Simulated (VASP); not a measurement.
The system is Ir.

```
CELL_PARAMETERS angstrom
0.00000 1.91556 1.91556
1.91556 0.00000 1.91556
1.91556 1.91556 0.00000
ATOMIC_POSITIONS crystal
Ir 0.00000 0.00000 0.00000
```

Base run:

```yaml
Program: VASP 6.6.1
Functional: PBEsol
Potentials_or_basis: VASP PAW PBE potentials, release 64 (Ir_sv_GW)
Cutoff: 500 eV
k_mesh: 16 × 16 × 16
Occupations: gaussian, width 0.05 eV
Spin: no spin polarisation
```

Its results: pressure -3.3 GPa.

Task: The run is repeated on the same cell with these changes: potentials or basis from VASP PAW PBE potentials, release 64 (Ir_sv_GW) to VASP PAW PBE potentials, release 64 (Ir); cutoff from 500 eV to 520 eV; further incar settings from ALGO = Normal; EDIFF = 1e-06; NBANDS = 14 to ALGO = Normal; EDIFF = 1e-06; NBANDS = 10; valence electrons from 17 to 9. What comes out?

Result: Pressure 1.0 GPa.

Caveats: the PAW data sets were made with another functional, which shifts forces and pressure a little.
